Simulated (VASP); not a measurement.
# MgS (Niningerite) (Fm-3m) in VASP: notebook

The runs below take MgS (Niningerite) through single point, with LDA, r2SCAN, PBE.

All numbers are computed with VASP 6.6.1; they aren't measurements. Logs are shortened: lines on timing, memory, paths and dates and some standing lists are left out, and cuts for length are marked.

## (1) The cell of the first run

Symmetry: Fm-3m, No. 225, cubic system. Conventional cell: a = 5.203 Å, b = 5.203 Å, c = 5.203 Å, α = 90.00°, β = 90.00°, γ = 90.00°. Mg (site symmetry m-3m) has 6 S at 2.60 Å within 3.4 Å. Within 3.4 Å of S (site symmetry m-3m) lie 6 Mg at 2.60 Å.

## (2) Single point, LDA

Contents of INCAR:

```
  ALGO = Normal
  EDIFF = 1E-7
  ENCUT = 520
  GGA = CA
  ISIF = 2
  ISMEAR = 0
  LASPH = True
  LCHARG = False
  LREAL = False
  LWAVE = False
  NBANDS = 11
  NELM = 80
  PREC = Accurate
  SIGMA = 0.01
```

Contents of KPOINTS:

```
k-points
0
Gamma
  4 4 4
```

Contents of POSCAR:

```
MgS
1.0
    0.0000000000      2.6015177399      2.6015177399
    2.6015177399      0.0000000000      2.6015177399
    2.6015177399      2.6015177399      0.0000000000
Mg S
1 1
Direct
    0.0000000000      0.0000000000      0.0000000000
    0.5000000000      0.5000000000      0.5000000000
```

Potentials or basis: VASP PAW LDA potentials, release 64 (Mg, S).

Run with:

```
> cat potpaw_LDA.64/Mg/POTCAR potpaw_LDA.64/S/POTCAR > POTCAR
> mpirun -np 1 vasp_std > vasp.out
```

OUTCAR:

```text
EDIFF = 1E-7
   ENCUT = 520
   GGA = CA
   ISIF = 2
   ISMEAR = 0
   LASPH = True
   LREAL = False
   NELM = 80
   PREC = Accurate

 ion  position               nearest neighbor table
   1  0.000  0.000  0.000-   2 2.60   2 2.60   2 2.60   2 2.60   2 2.60   2 2.60
   2  0.500  0.500  0.500-   1 2.60   1 2.60   1 2.60   1 2.60   1 2.60   1 2.60

  LATTYP: Found a face centered cubic cell.
 ALAT       =     5.2030354798

  Lattice vectors:

 A1 = (   0.0000000000,   2.6015177399,   2.6015177399)
 A2 = (   2.6015177399,   0.0000000000,   2.6015177399)
 A3 = (   2.6015177399,   2.6015177399,   0.0000000000)

Analysis of symmetry for initial positions (statically):
=====================================================================
 Subroutine PRICEL returns:
 Original cell was already a primitive cell.

 Routine SETGRP: Setting up the symmetry group for a
 face centered cubic supercell.

 Subroutine GETGRP returns: Found 48 space group operations
 (whereof 48 operations were pure point group operations)
 out of a pool of 48 trial point group operations.

The static configuration has the point symmetry O_h .

Analysis of symmetry for dynamics (positions and initial velocities):
=====================================================================
 Subroutine PRICEL returns:
 Original cell was already a primitive cell.

 Routine SETGRP: Setting up the symmetry group for a
 face centered cubic supercell.

 Subroutine GETGRP returns: Found 48 space group operations
 (whereof 48 operations were pure point group operations)
 out of a pool of 48 trial point group operations.

The dynamic configuration has the point symmetry O_h .

 Subroutine INISYM returns: Found 48 space group operations
 (whereof 48 operations are pure point group operations),
 and found     1 'primitive' translations

----------------------------------------------------------------------------------------

                                     Primitive cell

  volume of cell :      35.2136

  direct lattice vectors                    reciprocal lattice vectors
     0.000000000  2.601517740  2.601517740    -0.192195499  0.192195499  0.192195499
     2.601517740  0.000000000  2.601517740     0.192195499 -0.192195499  0.192195499
     2.601517740  2.601517740  0.000000000     0.192195499  0.192195499 -0.192195499

  length of vectors
     3.679101671  3.679101671  3.679101671     0.332892369  0.332892369  0.332892369

  position of ions in fractional coordinates (direct lattice)
     0.000000000  0.000000000  0.000000000
     0.500000000  0.500000000  0.500000000

  ion indices of the primitive-cell ions
   primitive index   ion index
                 1           1
                 2           2

----------------------------------------------------------------------------------------

 KPOINTS: k-points

Automatic generation of k-mesh.
 Grid dimensions read from file:
 generate k-points for:    4    4    4

 Generating k-lattice:

  Cartesian coordinates                     Fractional coordinates (reciprocal lattice)
    -0.048048875  0.048048875  0.048048875     0.250000000  0.000000000  0.000000000
     0.048048875 -0.048048875  0.048048875     0.000000000  0.250000000  0.000000000
     0.048048875  0.048048875 -0.048048875     0.000000000  0.000000000  0.250000000

  Length of vectors
     0.083223092  0.083223092  0.083223092

  Shift w.r.t. Gamma in fractional coordinates (k-lattice)
     0.000000000  0.000000000  0.000000000

 Subroutine IBZKPT returns following result:
 ===========================================

 Found      8 irreducible k-points:

 Following reciprocal coordinates:
            Coordinates               Weight
  0.000000  0.000000  0.000000      1.000000
  0.250000  0.000000  0.000000      8.000000
  0.500000  0.000000  0.000000      4.000000
  0.250000  0.250000  0.000000      6.000000
  0.500000  0.250000  0.000000     24.000000
 -0.250000  0.250000  0.000000     12.000000
  0.500000  0.500000  0.000000      3.000000
 -0.250000  0.500000  0.250000      6.000000
   k-points           NKPTS =      8   k-points in BZ     NKDIM =      8   number of bands    NBANDS=     11
   number of dos      NEDOS =    301   number of ions     NIONS =      2
   total plane-waves  NPLWV =  21952
   dimension x,y,z NGX =    28 NGY =   28 NGZ =   28
   dimension x,y,z NGXF=    56 NGYF=   56 NGZF=   56
   ions per type =               1   1
   NGX,Y,Z   is equivalent  to a cutoff of  12.65, 12.65, 12.65 a.u.
   NGXF,Y,Z  is equivalent  to a cutoff of  25.30, 25.30, 25.30 a.u.
 SYSTEM =  unknown system
   PREC   = accura    normal or accurate (medium, high low for compatibility)
   ISTART =      0    job   : 0-new  1-cont  2-samecut
   ICHARG =      2    charge: 1-file 2-atom 10-const
   ISPIN  =      1    spin polarized calculation?
   LNONCOLLINEAR =      F non collinear calculations
   LSORBIT =      F    spin-orbit coupling
   LASPH  =      T    aspherical Exc in radial PAW
   ENCUT  =  520.0 eV  38.22 Ry    6.18 a.u.   6.84  6.84  6.84*2*pi/ulx,y,z
   NELM   =     80;   NELMIN=  2; NELMDL= -5     # of ELM steps
   EDIFF  = 0.1E-06   stopping-criterion for ELM
   LREAL  =      F    real-space projection
   EDIFFG = 0.1E-05   stopping-criterion for IOM
   NSW    =      0    number of steps for IOM
   IBRION =     -1    ionic relax: 0-MD 1-quasi-New 2-CG
   NFREE  =      0    steps in history (QN), initial steepest desc. (CG)
   ISIF   =      2    stress and relaxation
   ISYM   =      2    0-nonsym 1-usesym 2-fastsym
   POTIM  = 0.5000    time-step for ionic-motion
   TEBEG  =    0.0;   TEEND  =   0.0 temperature during run
   PSTRESS=    0.0 pullay stress
   NELECT =       8.0000    total number of electrons
   NUPDOWN=      -1.0000    fix difference up-down
   EMIN   =  10.00;   EMAX   =-10.00  energy-range for DOS
   EFERMI =   0.00;   METHOD = LEGACY
   ISMEAR =     0;   SIGMA  =   0.01  broadening in eV -4-tet -1-fermi 0-gaus
   EFERMI_NEDOS =   21; number of points for ismear=-14 and -15
   IALGO  =     38    algorithm
   IMIX   =      4    mixing-type and parameters
     AMIX     =   0.40;   BMIX     =  1.00
     AMIX_MAG =   1.60;   BMIX_MAG =  1.00
  volume/ion in A,a.u.               =      17.61       118.82
  Fermi-wavevector in a.u.,A,eV,Ry     =   0.998929  1.887702 13.576703  0.997860
  Thomas-Fermi vector in A             =   2.131185
   LORBIT       =      0    0 simple, 1 ext, 2 COOP (PROOUT), +10 PAW based schemes
   GGA     = CA    functional components
   LHFCALC =     F    Hartree Fock is set to
   AEXX    =    0.0000 exact exchange contribution
   IVDW    =     0    specifies the selected vdW correction
   LEPSILON=     F    determine dielectric tensor
   LRPA    =     F    only Hartree local field effects (RPA)
 non-spin polarized calculation
 Gauss-broadening in eV      SIGMA  =   0.01
  energy-cutoff  :      520.00
  volume of cell :       35.21
 maximum number of plane-waves:       960
   NGX = 13   NGY = 13   NGZ = 13

 number of electron       8.0000000 magnetization

 Free energy of the ion-electron system (eV)
  ---------------------------------------------------
  ext. energy  EPLUGINS =         0.00000000
  ---------------------------------------------------
  free energy    TOTEN  =        -9.51877730 eV

  energy without entropy =       -9.51877730  energy(sigma->0) =       -9.51877730

 E-fermi :   3.6702     XC(G=0):  -9.9831

 val. band max:        3.6130331123   @ k =   0.0000   0.0000   0.0000
 cond. band min:       6.1414824774   @ k =   0.5000   0.5000   0.0000
 fundamental gap:      2.5284493651
 Fermi energy:         3.6702403119

 k-point     1 :       0.0000    0.0000    0.0000
  band No.  band energies     occupation
      1      -9.0310      2.00000
      2       3.6130      2.00000
      3       3.6130      2.00000
      4       3.6130      2.00000
      5       7.0888      0.00000
      6      11.4268      0.00000
      7      11.4268      0.00000
      8      11.4268      0.00000
      9      13.8587      0.00000
     10      13.8587      0.00000
     11      15.9380      0.00000

 k-point     2 :       0.2500    0.0000    0.0000
  band No.  band energies     occupation
      1      -8.4598      2.00000
      2       0.7428      2.00000
      3       3.2876      2.00000
      4       3.2876      2.00000
      5       8.3688      0.00000
      6      11.2589      0.00000
      7      11.2589      0.00000
      8      11.7456      0.00000
      9      13.7598      0.00000
     10      13.7598      0.00000
     11      15.1894      0.00000

 k-point     3 :       0.5000    0.0000    0.0000
  band No.  band energies     occupation
      1      -7.6908      2.00000
      2      -1.3121      2.00000
      3       3.0174      2.00000
      4       3.0174      2.00000
      5       7.9676      0.00000
      6      10.3280      0.00000
      7      10.3280      0.00000
      8      13.4359      0.00000
      9      15.5367      0.00000
     10      17.9752      0.00000
     11      17.9752      0.00000

 k-point     4 :       0.2500    0.2500    0.0000
  band No.  band energies     occupation
      1      -8.2804      2.00000
      2       1.0104      2.00000
      3       2.6215      2.00000
      4       2.6215      2.00000
      5       8.3950      0.00000
      6       9.0762      0.00000
      7      11.6253      0.00000
      8      13.6568      0.00000
      9      13.6568      0.00000
     10      14.8571      0.00000
     11      18.6418      0.00000

 k-point     5 :       0.5000    0.2500    0.0000
  band No.  band energies     occupation
      1      -7.5229      2.00000
      2      -0.5081      2.00000
      3       1.3572      2.00000
      4       2.3861      2.00000
      5       7.7991      0.00000
      6      10.2070      0.00000
      7      12.2496      0.00000
      8      12.4110      0.00000
      9      15.9788      0.00000
     10      18.1542      0.00000
     11      18.9249      0.00000

 k-point     6 :      -0.2500    0.2500    0.0000
  band No.  band energies     occupation
      1      -7.7695      2.00000
      2      -0.1608      2.00000
      3       1.2295      2.00000
      4       2.9752      2.00000
      5       9.0858      0.00000
      6      10.9983      0.00000
      7      11.3702      0.00000
      8      11.3726      0.00000
      9      14.0245      0.00000
     10      17.5741      0.00000
     11      18.4989      0.00000

 k-point     7 :       0.5000    0.5000    0.0000
  band No.  band energies     occupation
      1      -7.3105      2.00000
      2      -0.6548      2.00000
      3       1.8977      2.00000
      4       1.8977      2.00000
      5       6.1415      0.00000
      6       7.8382      0.00000
      7      15.3982      0.00000
      8      16.3528      0.00000
      9      16.6831      0.00000
     10      16.6831      0.00000
     11      19.4525      0.00000

 k-point     8 :      -0.2500    0.5000    0.2500
  band No.  band energies     occupation
      1      -7.2631      2.00000
      2       0.3207      2.00000
      3       0.3207      2.00000
      4       1.1836      2.00000
      5       8.6726      0.00000
      6      11.4349      0.00000
      7      11.4349      0.00000
      8      11.4551      0.00000
      9      17.6629      0.00000
     10      17.6629      0.00000
     11      19.1558      0.00000

------------------------ aborting loop because EDIFF is reached ----------------------------------------

  FORCE on cell =-STRESS in cart. coord.  units (eV):
  Direction    XX          YY          ZZ          XY          YZ          ZX
  --------------------------------------------------------------------------------------
  -------------------------------------------------------------------------------------
  Total       -0.7599680     -0.7599680     -0.7599680      0.0000000      0.0000000      0.0000000
  in kB      -34.5776549    -34.5776549    -34.5776549      0.0000000      0.0000000      0.0000000
  external PRESSURE =     -34.5776549 kB  Pullay stress =       0.0000000 kB

 VOLUME and BASIS-vectors are now :
 -----------------------------------------------------------------------------
  energy-cutoff  :      520.00
  volume of cell :       35.21
      direct lattice vectors                 reciprocal lattice vectors
     0.000000000  2.601517740  2.601517740    -0.192195499  0.192195499  0.192195499
     2.601517740  0.000000000  2.601517740     0.192195499 -0.192195499  0.192195499
     2.601517740  2.601517740  0.000000000     0.192195499  0.192195499 -0.192195499

 POSITION                                       TOTAL-FORCE (eV/Angst)
 -----------------------------------------------------------------------------------
      0.00000      0.00000      0.00000         0.000000      0.000000     -0.000000
      2.60152      2.60152      2.60152        -0.000000     -0.000000      0.000000
 -----------------------------------------------------------------------------------
    total drift:                                0.000000      0.000000      0.000000

  FREE ENERGIE OF THE ION-ELECTRON SYSTEM (eV)
  ---------------------------------------------------
  free  energy   TOTEN  =        -9.5187772966 eV

  energy  without entropy=       -9.5187772966  energy(sigma->0) =       -9.51877730
```

Wall time 2.9 s (1 thread of Intel Xeon 6975P-C, shared host); peak memory 0.13 GiB.

What came out:

```
Free energy            : -9.5188 eV
Pressure               : -3.5 GPa
Band gap on the k mesh : 2.53 eV, indirect (least direct gap 3.48 eV)
```

Levels at points of the mesh, in eV from the valence-band top:
```csv
k point,band 2,band 3,band 4,band 5,band 6,band 7
"(0.00, 0.00, 0.00)",0.00,0.00,0.00,3.48,7.81,7.81
"(0.50, 0.00, 0.00)",-4.93,-0.60,-0.60,4.35,6.71,6.71
"(0.50, 0.50, 0.00)",-4.27,-1.72,-1.72,2.53,4.23,11.79
```

Caveat: the k points lie up to 0.52 Å⁻¹ apart. A hybrid or GW would open this gap; LDA tends to underestimate it.

## (3) Single point, r2SCAN

POSCAR is that of step 2.

Contents of INCAR.step1:

```
PREC     = Accurate       # precision mode
ENCUT    = 520            # plane-wave cutoff, eV
ISMEAR   = 0              # smearing method
SIGMA    = 0.01           # smearing width, eV
LREAL    = False          # projectors in reciprocal space
LASPH    = True           # aspherical terms in the spheres
NELM     = 100            # most SCF steps
NBANDS   = 11             # bands
GGA      = PE             # functional
ALGO     = Normal         # electronic algorithm
EDIFF    = 1E-4           # SCF threshold, eV
LWAVE    = True           # write WAVECAR
LCHARG   = False          # write CHGCAR
```

Contents of INCAR.step2:

```
PREC     = Accurate       # precision mode
ENCUT    = 520            # plane-wave cutoff, eV
EDIFF    = 1E-7           # SCF threshold, eV
ISMEAR   = 0              # smearing method
SIGMA    = 0.01           # smearing width, eV
LREAL    = False          # projectors in reciprocal space
LASPH    = True           # aspherical terms in the spheres
NELM     = 100            # most SCF steps
ALGO     = Normal         # electronic algorithm
ISIF     = 2              # what is computed and relaxed
LWAVE    = False          # write WAVECAR
LCHARG   = False          # write CHGCAR
METAGGA  = R2SCAN         # meta-GGA
LMIXTAU  = True         
NBANDS   = 11             # bands
ISTART   = 1
```

Contents of KPOINTS:

```
Automatic mesh
0
Gamma
  4 4 4
```

Potentials or basis: VASP PAW PBE potentials, release 64 (Mg, S).

Run with:

```
> cat potpaw_PBE.64/Mg/POTCAR potpaw_PBE.64/S/POTCAR > POTCAR
> cp INCAR.step1 INCAR
> mpirun -np 1 vasp_std > vasp.out
> cp INCAR.step2 INCAR
> mpirun -np 1 vasp_std > vasp.out
```

Wall time 21 s (1 thread of Intel Xeon 6975P-C, shared host); peak memory 0.16 GiB.

The run converged. Its results:

- Free energy: -15.4706 eV
- Pressure: -0.1 GPa
- Band gap on the k mesh: 3.41 eV, indirect (least direct gap 4.61 eV)

Levels at points of the mesh, in eV from the valence-band top:
```
           k point  band 2  band 3  band 4  band 5  band 6  band 7
(0.00, 0.00, 0.00)    0.00    0.00    0.00    4.61    8.52    8.52
(0.50, 0.00, 0.00)   -4.89   -0.62   -0.62    5.20    7.49    7.49
(0.50, 0.50, 0.00)   -4.28   -1.73   -1.73    3.41    4.91   13.14
```

Caveat: the k points lie up to 0.52 Å⁻¹ apart; the PAW data sets were made with another functional, which shifts forces and pressure a little.

(Continued in part 2 of 2.)
